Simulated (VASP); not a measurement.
The system is Zn.

```
CELL_PARAMETERS angstrom
2.67000 0.00000 0.00000
-1.33500 2.31229 0.00000
0.00000 0.00000 4.96600
ATOMIC_POSITIONS crystal
Zn 0.33333 0.66667 0.25000
Zn 0.66667 0.33333 0.75000
```

- Program: VASP 6.6.1
- Task: relaxation of cell and atoms
- Functional: PBEsol
- Potentials or basis: VASP PAW PBE potentials, release 64 (Zn)
- Cutoff: 600 eV
- k mesh: 20 × 20 × 10
- Occupations: fermi-dirac, width 0.1 eV
- Spin: no spin polarisation

At the start: pressure -5.4 GPa; volume 15.33 Å³/atom.

Question: How do energy, volume and symmetry change on relaxing?

Answer: Over 12 steps the energy falls by 21.0 meV/atom and the volume is 14.08 Å³/atom (-8.1 %); space group P6_3/mmc (No. 194, to 0.1 Å) before and after.

The path:
| step | energy change (eV) | largest force (eV/Å) | pressure (GPa) | volume (Å³) |
| --- | --- | --- | --- | --- |
| 1 | 0.0000 | 0.0000 | -5.44 | 30.66 |
| 2 | -0.0382 | 0.0000 | 0.67 | 28.41 |
| 3 | -0.0386 | 0.0000 | -0.03 | 28.61 |
| 4 | -0.0386 | 0.0000 | -0.11 | 28.65 |
| 5 | -0.0387 | 0.0000 | 0.03 | 28.63 |
| 6 | -0.0390 | 0.0000 | -0.23 | 28.59 |
| 7 | -0.0397 | 0.0000 | -0.16 | 28.50 |
| 8 | -0.0412 | 0.0000 | -0.14 | 28.32 |
| 9 | -0.0397 | 0.0000 | 0.58 | 27.93 |
| 10 | -0.0419 | 0.0000 | -0.05 | 28.22 |
| 11 | -0.0417 | 0.0000 | 0.18 | 28.07 |
| 12 | -0.0420 | 0.0000 | 0.06 | 28.16 |

Final structure:
```
CELL_PARAMETERS angstrom
2.63864 0.00000 0.00000
-1.31932 2.28513 0.00000
0.00000 0.00000 4.67084
ATOMIC_POSITIONS crystal
Zn 0.33333 0.66667 0.25000
Zn 0.66667 0.33333 0.75000
```

Caveat: the PAW data sets were made with another functional, which shifts forces and pressure a little.
